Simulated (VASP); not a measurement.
**Pt: single point with PBEsol**

Pt:

```
Pt
1.0
    -1.55188    1.55188    1.55188
     1.55188   -1.55188    1.55188
     1.55188    1.55188   -1.55188
Pt
1
Direct
  0.00000 0.00000 0.00000
```

```json
{
 "Program": "VASP 6.6.1",
 "Task": "single point",
 "Functional": "PBEsol",
 "Potentials or basis": "VASP PAW PBE potentials, release 64 (Pt)",
 "Cutoff": "520 eV",
 "k mesh": "13 × 13 × 13",
 "Occupations": "methfessel-paxton, width 0.05 eV",
 "Spin": "no spin polarisation",
 "Dipole correction": "no",
 "Further INCAR settings": "ALGO = Normal; EDIFF = 1e-06; NBANDS = 11"
}
```

| Property | Result |
| --- | --- |
| Pressure | 4.5 GPa |
| Band gap on the k mesh | zero (band 5 reaches 12.06 eV, above the bottom of band 6 at 9.78 eV) |

Levels at points of the mesh, in eV from the Fermi level:
| k point | band 3 | band 4 | band 5 | band 6 | band 7 | band 8 |
| --- | --- | --- | --- | --- | --- | --- |
| (0.00, 0.00, 0.00) | -3.85 | -3.85 | -1.12 | -1.12 | 17.02 | 17.02 |

Run time: 7.2 s on 1 thread of Intel(R) Xeon(R) Platinum 8488C (Sapphire Rapids), with other jobs on the host, peak memory 0.13 GiB.

Caveat: the PAW data sets were made with another functional, which shifts forces and pressure a little; spin-orbit coupling is left out, which moves the levels of the heavy elements.
